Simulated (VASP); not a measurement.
Set up this calculation in VASP 6.6.1, as the native input.

| Quantity | Value |
| --- | --- |
| Task | single point |
| Functional | LDA |
| Potentials or basis | VASP PAW LDA potentials, release 64 (Zn, Pt) |
| Cutoff | 520 eV |
| k mesh | 6 × 6 × 5 |
| Occupations | fermi-dirac, width 0.1 eV |
| Spin | no spin polarisation |
| Dipole correction | no |
| Further INCAR settings | ALGO = Normal; EDIFF = 1e-07; NBANDS = 18 |

The structure of ZnPt lies in POSCAR:

```
ZnPt
1.0
    2.8640000000      0.0000000000      0.0000000000
    0.0000000000      2.8640000000      0.0000000000
    0.0000000000      0.0000000000      3.5100000000
Zn Pt
1 1
Direct
    0.5000000000      0.5000000000      0.5000000000
    0.0000000000      0.0000000000      0.0000000000
```

These files were run (other wordings do the same):

INCAR

```
ALGO = Normal
EDIFF = 1E-7
ENCUT = 520
ISIF = 2
ISMEAR = -1
LASPH = T
LCHARG = T
LELF = T
LREAL = F
LVHAR = T
LWAVE = F
NBANDS = 18
NELM = 80
PREC = Accurate
SIGMA = 0.1
```

KPOINTS

```
k-points
0
Gamma
  6 6 5
```

Potentials or basis: VASP PAW LDA potentials, release 64 (Zn, Pt).

The run is started by

```sh
$ cat potpaw_LDA.64/Zn/POTCAR potpaw_LDA.64/Pt/POTCAR > POTCAR
$ mpirun -np 1 vasp_std > vasp.out
```

Results of the run:

```
Pressure               : -10.0 GPa
Band gap on the k mesh : zero (band 11 reaches 10.02 eV, above the bottom of band 12 at 6.12 eV)
```

Caveat: the k points lie up to 0.37 Å⁻¹ apart; spin-orbit coupling is left out, which moves the levels of the heavy elements.

Run time: 20 s on 1 thread of AMD EPYC 7R13, with other jobs on the host, peak memory 0.11 GiB.
